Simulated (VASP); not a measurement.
A run of VASP 6.6.1:

File INCAR:

```
  PREC = Accurate
  ENCUT = 520
  EDIFF = 1E-6
  ISMEAR = 0
  SIGMA = 0.15
  LREAL = False
  LASPH = True
  NELM = 150
  ALGO = Normal
  ISIF = 2
  LWAVE = False
  LCHARG = False
  ISPIN = 2
  MAGMOM = 1.91 1.91
  LORBIT = 11
  LMAXMIX = 4
  GGA = PS
  NBANDS = 20
```

File KPOINTS:

```
regular mesh
0
Gamma
  24 24 12
```

Contents of POSCAR:

```
Co
1.0
    2.4127439276      0.0000000000      0.0000000000
   -1.2063719638      2.0894975341      0.0000000000
    0.0000000000      0.0000000000      3.9413908183
Co
2
Direct
    0.6666666667      0.3333333333      0.2598610000
    0.3333333333      0.6666666667      0.7401390000
```

Potentials or basis: VASP PAW PBE potentials, release 64 (Co).

Launch:

```console
$ cat potpaw_PBE.64/Co/POTCAR > POTCAR
$ mpirun -np 1 vasp_std > vasp.out
```

Hardware: 1 thread of AMD EPYC 7R43 64-Core Processor (Zen 3) (shared host).

**Question.** Estimate the wall time of this run.

**Answer.** Run time: 8.6 min on 1 thread of AMD EPYC 7R43 64-Core Processor (Zen 3), with other jobs on the host, peak memory 0.4 GiB. Counts: scf iterations 13, k points 667.
